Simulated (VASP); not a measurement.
Write the native input for VASP 6.6.1 that does the following.

```
Task                   : single point
Functional             : PBE
Dispersion             : D3(BJ)
Potentials or basis    : VASP PAW PBE potentials, release 64 (C)
Cutoff                 : 520 eV
k mesh                 : 7 × 11 × 3
Occupations            : gaussian, width 0.05 eV
Spin                   : no spin polarisation
Dipole correction      : no
Further INCAR settings : ALGO = Normal; EDIFF = 1e-06; NBANDS = 31
```

The structure of C lies in POSCAR:

```
C
1.0
    0.0000000000      1.4231666446     -3.3613878322
   -2.4649969361      0.0000000000      0.0000000000
    2.6704133475      9.8045042690      1.2836137018
C
10
Direct
    0.0415754697      0.5684157553      0.8939222356
    0.7264615393      0.6744641919      0.0687361772
    0.8052400219      0.3979520828      0.2750326918
   -0.1159814955      1.1214399736      0.4813292064
   -0.0372030129      0.8449278644      0.6876257210
    0.7523169433      0.2490236989      0.1375603374
   -0.1689045742      0.9725115897      0.3438568521
   -0.0901260916      0.6959994806      0.5501533667
   -0.0113476090      1.4194873714      0.7564498813
    0.0674308736      1.1429752622      0.9627463959
```

The input as run:

INCAR

```
PREC = Accurate ; ENCUT = 520
EDIFF = 1E-6 ; ISMEAR = 0
SIGMA = 0.05 ; LREAL = False
LASPH = True ; NELM = 80
ALGO = Normal ; ISIF = 2
LWAVE = False ; LCHARG = True
GGA = PE ; IVDW = 12
LELF = True ; LVHAR = True
NBANDS = 31
```

KPOINTS

```
Automatic mesh
0
Gamma
  7 11 3
```

Potentials or basis: VASP PAW PBE potentials, release 64 (C).

The run is started by

```sh
$ cat potpaw_PBE.64/C/POTCAR > POTCAR
$ mpirun -np 1 vasp_std > vasp.out
```

Results of the run:

| Quantity | Value |
| --- | --- |
| Pressure | 5.6 GPa |
| Largest force | 4.322 eV/Å |
| Band gap on the k mesh | zero (bands 20 and 21 overlap by 1.95 eV) |
| Dispersion energy per atom | -0.145 eV |

Caveat: the cell stands under pressure; forces of over 1 eV/Å act on the atoms, so gaps and moduli don't describe the material at rest.

Wall time 2.6 min on 1 thread of Intel(R) Xeon(R) Platinum 8559C (Emerald Rapids), with other jobs on the host, peak memory 0.32 GiB.
